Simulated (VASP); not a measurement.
# In3As in VASP: a series of runs

The runs below take In3As through single point, with PBE.

All numbers are computed with VASP 6.6.1; they aren't measurements. Logs are shortened: lines on timing, memory, paths and dates and some standing lists are left out, and cuts for length are marked.

### 1 The cell of the first run

Symmetry: Pm-3m, No. 221, cubic system. The conventional cell has a = 4.672 Å, b = 4.672 Å, c = 4.672 Å, α = 90.00°, β = 90.00°, γ = 90.00°. In (site symmetry 4/mmm) has 8 In at 3.30 Å and 4 As at 3.30 Å within 4.3 Å. As (site symmetry m-3m) has 12 In at 3.30 Å within 4.3 Å.

### 2 Single point, PBE

INCAR

```
ALGO = Normal ; EDIFF = 1E-7
ENCUT = 520 ; GGA = PE
ISIF = 2 ; ISMEAR = -1
LASPH = T ; LCHARG = F
LREAL = F ; LWAVE = F
NBANDS = 30 ; NELM = 60
PREC = Accurate ; SIGMA = 0.05
```

KPOINTS

```
k-points
0
Gamma
  5 5 5
```

POSCAR

```
In3As
1.0
    4.6716810000      0.0000000000      0.0000000000
    0.0000000000      4.6716810000      0.0000000000
    0.0000000000      0.0000000000      4.6716810000
In As
3 1
Direct
    0.5000000000      0.5000000000      0.0000000000
    0.5000000000      0.0000000000      0.5000000000
    0.0000000000      0.5000000000      0.5000000000
    0.0000000000      0.0000000000      0.0000000000
```

Potentials or basis: VASP PAW PBE potentials, release 64 (In_d, As).

Command:

```bash
$ cat potpaw_PBE.64/In_d/POTCAR potpaw_PBE.64/As/POTCAR > POTCAR
$ mpirun -np 1 vasp_std > vasp.out
```

OUTCAR:

```text
EDIFF = 1E-7
   ENCUT = 520
   GGA = PE
   ISIF = 2
   ISMEAR = -1
   LASPH = T
   LREAL = F
   NELM = 60
   PREC = Accurate

 ion  position               nearest neighbor table
   1  0.500  0.500  0.000-   2 3.30   3 3.30   4 3.30   2 3.30   3 3.30   2 3.30   4 3.30   2 3.30
                             3 3.30   4 3.30   3 3.30   4 3.30
   2  0.500  0.000  0.500-   1 3.30   3 3.30   4 3.30   1 3.30   4 3.30   1 3.30   3 3.30   1 3.30
                             3 3.30   4 3.30   4 3.30   3 3.30
   3  0.000  0.500  0.500-   1 3.30   2 3.30   4 3.30   1 3.30   4 3.30   2 3.30   4 3.30   4 3.30
                             1 3.30   2 3.30   1 3.30   2 3.30
   4  0.000  0.000  0.000-   1 3.30   2 3.30   3 3.30   2 3.30   3 3.30   1 3.30   3 3.30   3 3.30
                             1 3.30   2 3.30   2 3.30   1 3.30

  LATTYP: Found a simple cubic cell.
 ALAT       =     4.6716810000

  Lattice vectors:

 A1 = (   4.6716810000,   0.0000000000,   0.0000000000)
 A2 = (   0.0000000000,   4.6716810000,   0.0000000000)
 A3 = (   0.0000000000,   0.0000000000,   4.6716810000)

Analysis of symmetry for initial positions (statically):
=====================================================================
 Subroutine PRICEL returns:
 Original cell was already a primitive cell.

 Routine SETGRP: Setting up the symmetry group for a
 simple cubic supercell.

 Subroutine GETGRP returns: Found 48 space group operations
 (whereof 48 operations were pure point group operations)
 out of a pool of 48 trial point group operations.

The static configuration has the point symmetry O_h .

Analysis of symmetry for dynamics (positions and initial velocities):
=====================================================================
 Subroutine PRICEL returns:
 Original cell was already a primitive cell.

 Routine SETGRP: Setting up the symmetry group for a
 simple cubic supercell.

 Subroutine GETGRP returns: Found 48 space group operations
 (whereof 48 operations were pure point group operations)
 out of a pool of 48 trial point group operations.

The dynamic configuration has the point symmetry O_h .

 Subroutine INISYM returns: Found 48 space group operations
 (whereof 48 operations are pure point group operations),
 and found     1 'primitive' translations

----------------------------------------------------------------------------------------

                                     Primitive cell

  volume of cell :     101.9576

  direct lattice vectors                    reciprocal lattice vectors
     4.671681000  0.000000000  0.000000000     0.214055711  0.000000000  0.000000000
     0.000000000  4.671681000  0.000000000     0.000000000  0.214055711  0.000000000
     0.000000000  0.000000000  4.671681000     0.000000000  0.000000000  0.214055711

  length of vectors
     4.671681000  4.671681000  4.671681000     0.214055711  0.214055711  0.214055711

  position of ions in fractional coordinates (direct lattice)
     0.500000000  0.500000000  0.000000000
     0.500000000  0.000000000  0.500000000
     0.000000000  0.500000000  0.500000000
     0.000000000  0.000000000  0.000000000

  ion indices of the primitive-cell ions
   primitive index   ion index
                 1           1
                 2           2
                 3           3
                 4           4

----------------------------------------------------------------------------------------

 KPOINTS: k-points

Automatic generation of k-mesh.
 Grid dimensions read from file:
 generate k-points for:    5    5    5

 Generating k-lattice:

  Cartesian coordinates                     Fractional coordinates (reciprocal lattice)
     0.042811142  0.000000000  0.000000000     0.200000000  0.000000000  0.000000000
     0.000000000  0.042811142  0.000000000     0.000000000  0.200000000  0.000000000
     0.000000000  0.000000000  0.042811142     0.000000000  0.000000000  0.200000000

  Length of vectors
     0.042811142  0.042811142  0.042811142

  Shift w.r.t. Gamma in fractional coordinates (k-lattice)
     0.000000000  0.000000000  0.000000000

 Subroutine IBZKPT returns following result:
 ===========================================

 Found     10 irreducible k-points:

 Following reciprocal coordinates:
            Coordinates               Weight
  0.000000  0.000000  0.000000      1.000000
  0.200000  0.000000  0.000000      6.000000
  0.400000  0.000000  0.000000      6.000000
  0.200000  0.200000  0.000000     12.000000
  0.400000  0.200000  0.000000     24.000000
  0.400000  0.400000  0.000000     12.000000
  0.200000  0.200000  0.200000      8.000000
  0.400000  0.200000  0.200000     24.000000
  0.400000  0.400000  0.200000     24.000000
  0.400000  0.400000  0.400000      8.000000
   k-points           NKPTS =     10   k-points in BZ     NKDIM =     10   number of bands    NBANDS=     30
   number of dos      NEDOS =    301   number of ions     NIONS =      4
   total plane-waves  NPLWV =  46656
   dimension x,y,z NGX =    36 NGY =   36 NGZ =   36
   dimension x,y,z NGXF=    72 NGYF=   72 NGZF=   72
   ions per type =               3   1
   NGX,Y,Z   is equivalent  to a cutoff of  12.81, 12.81, 12.81 a.u.
   NGXF,Y,Z  is equivalent  to a cutoff of  25.62, 25.62, 25.62 a.u.
 SYSTEM =  unknown system
   PREC   = accura    normal or accurate (medium, high low for compatibility)
   ISTART =      0    job   : 0-new  1-cont  2-samecut
   ICHARG =      2    charge: 1-file 2-atom 10-const
   ISPIN  =      1    spin polarized calculation?
   LNONCOLLINEAR =      F non collinear calculations
   LSORBIT =      F    spin-orbit coupling
   LASPH  =      T    aspherical Exc in radial PAW
   ENCUT  =  520.0 eV  38.22 Ry    6.18 a.u.   8.69  8.69  8.69*2*pi/ulx,y,z
   NELM   =     60;   NELMIN=  2; NELMDL= -5     # of ELM steps
   EDIFF  = 0.1E-06   stopping-criterion for ELM
   LREAL  =      F    real-space projection
   EDIFFG = 0.1E-05   stopping-criterion for IOM
   NSW    =      0    number of steps for IOM
   IBRION =     -1    ionic relax: 0-MD 1-quasi-New 2-CG
   NFREE  =      0    steps in history (QN), initial steepest desc. (CG)
   ISIF   =      2    stress and relaxation
   ISYM   =      2    0-nonsym 1-usesym 2-fastsym
   POTIM  = 0.5000    time-step for ionic-motion
   TEBEG  =    0.0;   TEEND  =   0.0 temperature during run
   PSTRESS=    0.0 pullay stress
   NELECT =      44.0000    total number of electrons
   NUPDOWN=      -1.0000    fix difference up-down
   EMIN   =  10.00;   EMAX   =-10.00  energy-range for DOS
   EFERMI =   0.00;   METHOD = LEGACY
   ISMEAR =    -1;   SIGMA  =   0.05  broadening in eV -4-tet -1-fermi 0-gaus
   EFERMI_NEDOS =   21; number of points for ismear=-14 and -15
   IALGO  =     38    algorithm
   IMIX   =      4    mixing-type and parameters
     AMIX     =   0.40;   BMIX     =  1.00
     AMIX_MAG =   1.60;   BMIX_MAG =  1.00
  volume/ion in A,a.u.               =      25.49       172.01
  Fermi-wavevector in a.u.,A,eV,Ry     =   1.237141  2.337858 20.823961  1.530518
  Thomas-Fermi vector in A             =   2.371720
   LORBIT       =      0    0 simple, 1 ext, 2 COOP (PROOUT), +10 PAW based schemes
   GGA     = PE    functional components
   LHFCALC =     F    Hartree Fock is set to
   AEXX    =    0.0000 exact exchange contribution
   IVDW    =     0    specifies the selected vdW correction
   LEPSILON=     F    determine dielectric tensor
   LRPA    =     F    only Hartree local field effects (RPA)
 non-spin polarized calculation
  energy-cutoff  :      520.00
  volume of cell :      101.96
 maximum number of plane-waves:      2777
 NGX is ok and might be reduce to    36
   NGX = 17   NGY = 17   NGZ = 17

 number of electron      43.9999975 magnetization

 Free energy of the ion-electron system (eV)
  ---------------------------------------------------
  ext. energy  EPLUGINS =         0.00000000
  ---------------------------------------------------
  free energy    TOTEN  =       -11.94552219 eV

  energy without entropy =      -11.91757530  energy(sigma->0) =      -11.93154874

 E-fermi :   6.7865     XC(G=0): -10.1379

 val. band max:        6.7856323392   @ k =   0.4000   0.0000   0.0000
 cond. band min:       6.8563767833   @ k =   0.4000   0.4000   0.2000
 fundamental gap:      0.0707444441
 Fermi energy:         6.7864760801

 k-point     1 :       0.0000    0.0000    0.0000
  band No.  band energies     occupation
      1      -8.0852      2.00000
      2      -8.0725      2.00000
      3      -8.0725      2.00000
      4      -8.0725      2.00000
      5      -7.8965      2.00000
      6      -7.8965      2.00000
[... 22 lines left out ...]
     29      12.6045      0.00000
     30      13.9136      0.00000

 k-point     2 :       0.2000    0.0000    0.0000
  band No.  band energies     occupation
      1      -8.0653      2.00000
      2      -8.0477      2.00000
      3      -8.0291      2.00000
      4      -8.0291      2.00000
      5      -7.8909      2.00000
      6      -7.8676      2.00000
[... 22 lines left out ...]
     29      13.5212      0.00000
     30      14.0909      0.00000

 k-point     3 :       0.4000    0.0000    0.0000
  band No.  band energies     occupation
      1      -8.0530      2.00000
      2      -7.9662      2.00000
      3      -7.9134      2.00000
      4      -7.9134      2.00000
      5      -7.8772      2.00000
      6      -7.8029      2.00000
[... 22 lines left out ...]
     29      12.9518      0.00000
     30      13.3203      0.00000

 k-point     4 :       0.2000    0.2000    0.0000
  band No.  band energies     occupation
      1      -8.0361      2.00000
      2      -8.0280      2.00000
      3      -8.0087      2.00000
      4      -7.9878      2.00000
      5      -7.8753      2.00000
      6      -7.8472      2.00000
[... 22 lines left out ...]
     29      12.9383      0.00000
     30      13.5595      0.00000

 k-point     5 :       0.4000    0.2000    0.0000
  band No.  band energies     occupation
      1      -8.0153      2.00000
      2      -7.9614      2.00000
      3      -7.9050      2.00000
      4      -7.9044      2.00000
      5      -7.8707      2.00000
      6      -7.8026      2.00000
[... 22 lines left out ...]
     29      11.8574      0.00000
     30      11.9949      0.00000

 k-point     6 :       0.4000    0.4000    0.0000
  band No.  band energies     occupation
      1      -7.9510      2.00000
      2      -7.9352      2.00000
      3      -7.9118      2.00000
      4      -7.8636      2.00000
      5      -7.8462      2.00000
      6      -7.8390      2.00000
[... 22 lines left out ...]
     29      12.1079      0.00000
     30      13.2021      0.00000

 k-point     7 :       0.2000    0.2000    0.2000
  band No.  band energies     occupation
      1      -8.0377      2.00000
      2      -7.9888      2.00000
      3      -7.9888      2.00000
      4      -7.9600      2.00000
      5      -7.8428      2.00000
      6      -7.8428      2.00000
[... 22 lines left out ...]
     29      12.2489      0.00000
     30      13.8798      0.00000

 k-point     8 :       0.4000    0.2000    0.2000
  band No.  band energies     occupation
      1      -8.0061      2.00000
      2      -7.9494      2.00000
      3      -7.9225      2.00000
      4      -7.8883      2.00000
      5      -7.8641      2.00000
      6      -7.8398      2.00000
[... 22 lines left out ...]
     29      12.1755      0.00000
     30      13.8897      0.00000

 k-point     9 :       0.4000    0.4000    0.2000
  band No.  band energies     occupation
      1      -7.9726      2.00000
      2      -7.9346      2.00000
      3      -7.9170      2.00000
      4      -7.9079      2.00000
      5      -7.9033      2.00000
      6      -7.8449      2.00000
[... 22 lines left out ...]
     29      12.9722      0.00000
     30      13.4774      0.00000

 k-point    10 :       0.4000    0.4000    0.4000
  band No.  band energies     occupation
      1      -7.9846      2.00000
      2      -7.9672      2.00000
      3      -7.9471      2.00000
      4      -7.9471      2.00000
      5      -7.9047      2.00000
      6      -7.9047      2.00000
[... 22 lines left out ...]
     29      14.8840      0.00000
     30      15.1695      0.00000

------------------------ aborting loop because EDIFF is reached ----------------------------------------

  FORCE on cell =-STRESS in cart. coord.  units (eV):
  Direction    XX          YY          ZZ          XY          YZ          ZX
  --------------------------------------------------------------------------------------
  -------------------------------------------------------------------------------------
  Total        0.6273147      0.6273147      0.6273147     -0.0000000      0.0000000     -0.0000000
  in kB        9.8577202      9.8577202      9.8577202     -0.0000000      0.0000000     -0.0000000
  external PRESSURE =       9.8577202 kB  Pullay stress =       0.0000000 kB

 VOLUME and BASIS-vectors are now :
 -----------------------------------------------------------------------------
  energy-cutoff  :      520.00
  volume of cell :      101.96
      direct lattice vectors                 reciprocal lattice vectors
     4.671681000  0.000000000  0.000000000     0.214055711  0.000000000  0.000000000
     0.000000000  4.671681000  0.000000000     0.000000000  0.214055711  0.000000000
     0.000000000  0.000000000  4.671681000     0.000000000  0.000000000  0.214055711

 POSITION                                       TOTAL-FORCE (eV/Angst)
 -----------------------------------------------------------------------------------
      2.33584      2.33584      0.00000         0.000000      0.000000      0.000000
      2.33584      0.00000      2.33584         0.000000      0.000000      0.000000
      0.00000      2.33584      2.33584         0.000000      0.000000      0.000000
      0.00000      0.00000      0.00000         0.000000      0.000000      0.000000
 -----------------------------------------------------------------------------------
    total drift:                                0.000000      0.000000      0.000000

  FREE ENERGIE OF THE ION-ELECTRON SYSTEM (eV)
  ---------------------------------------------------
  free  energy   TOTEN  =       -11.9455221919 eV

  energy  without entropy=      -11.9175752958  energy(sigma->0) =      -11.93154874
```

Wall time 62 s (1 thread of Intel Xeon 8259CL, shared host); peak memory 0.21 GiB.

Results:

| Item | Value |
| --- | --- |
| Free energy | -11.9455 eV |
| Pressure | 1.0 GPa |
| Band gap on the k mesh | zero (bands 22 and 23 overlap by 2.18 eV) |

Caveat: spin-orbit coupling is left out, which moves the levels of the heavy elements.

### 3 Single point, PBE

This run uses another cell than the first one, of 23.49 Å³/atom.

INCAR

```
SYSTEM = In3As
PREC = Accurate
ENCUT = 520
EDIFF = 1E-7
ISMEAR = -1
SIGMA = 0.05
LREAL = .FALSE.
LASPH = .TRUE.
NELM = 80
ALGO = Normal
ISIF = 2
LWAVE = .FALSE.
LCHARG = .FALSE.
GGA = PE
NBANDS = 30
```

KPOINTS

```
Automatic mesh
0
G
  5 5 5
  0 0 0
```

Changes to POSCAR since step 2:

```diff
@@ -2,4 +2,4 @@
 1.0
-    4.6716810000      0.0000000000      0.0000000000
-    0.0000000000      4.6716810000      0.0000000000
+    4.4848137600      0.0000000000      0.0000000000
+    0.0000000000      4.4848137600      0.0000000000
     0.0000000000      0.0000000000      4.6716810000
```

Potentials or basis: VASP PAW PBE potentials, release 64 (In_d, As).

Command:

```bash
$ cat potpaw_PBE.64/In_d/POTCAR potpaw_PBE.64/As/POTCAR > POTCAR
$ mpirun -np 1 vasp_std > vasp.out
```

Run time: 100 s. Hardware: 1 thread of Intel Xeon 8259CL, shared host; peak memory 0.22 GiB.

It converged, with:

| Quantity | Value |
| --- | --- |
| Free energy | -11.8094 eV |
| Pressure | 5.0 GPa |
| Band gap on the k mesh | zero (bands 22 and 23 overlap by 2.55 eV) |

Stress tensor (GPa, compression positive):
```
4.47 0.00 0.00
0.00 4.47 0.00
0.00 0.00 5.99
```

Levels at points of the mesh, in eV from the Fermi level:
```
           k point  band 18  band 19  band 20  band 21  band 22  band 23  band 24  band 25  band 26  band 27
(0.00, 0.00, 0.00)    -3.62    -3.25    -3.25    -2.21    -1.70     1.94     1.98     1.98     4.49     4.66
```

Caveat: the cell stands under pressure; spin-orbit coupling is left out, which moves the levels of the heavy elements.

### 4 Single point, PBE

This run uses another cell than the first one, of 24.48 Å³/atom.

INCAR

```
SYSTEM = In3As
  ALGO = Normal
  EDIFF = 1E-6
  ENCUT = 520
  GGA = PE
  ISIF = 2
  ISMEAR = -1
  LASPH = .TRUE.
  LCHARG = .TRUE.
  LELF = .TRUE.
  LREAL = .FALSE.
  LVHAR = .TRUE.
  LWAVE = .FALSE.
  NBANDS = 30
  NELM = 100
  PREC = Accurate
  SIGMA = 0.05
```

KPOINTS

```
k-points
0
G
  5 5 5
  0 0 0
```

Changes to POSCAR since step 3:

```diff
@@ -2,4 +2,4 @@
 1.0
-    4.4848137600      0.0000000000      0.0000000000
-    0.0000000000      4.4848137600      0.0000000000
+    4.5782473800      0.0000000000      0.0000000000
+    0.0000000000      4.5782473800      0.0000000000
     0.0000000000      0.0000000000      4.6716810000
```

Command:

```bash
$ cat potpaw_PBE.64/In_d/POTCAR potpaw_PBE.64/As/POTCAR > POTCAR
$ mpirun -np 1 vasp_std > vasp.out
```

Wall time 80 s (1 thread of Intel Xeon 8259CL, shared host); peak memory 0.22 GiB.

Results (log left out):

| Property | Result |
| --- | --- |
| Free energy | -11.8984 eV |
| Pressure | 2.8 GPa |
| Band gap on the k mesh | zero (bands 22 and 23 overlap by 2.37 eV) |

Stress tensor (GPa, compression positive):
```
2.64 0.00 0.00
0.00 2.64 0.00
0.00 0.00 3.08
```

Levels at points of the mesh, in eV from the Fermi level:
```
           k point  band 19  band 20  band 21  band 22  band 23  band 24  band 25  band 26
(0.00, 0.00, 0.00)    -3.11    -3.11    -2.12    -1.88     1.96     1.98     1.98     4.45
```

Caveat: spin-orbit coupling is left out, which moves the levels of the heavy elements.

[end of part 1 of 2]
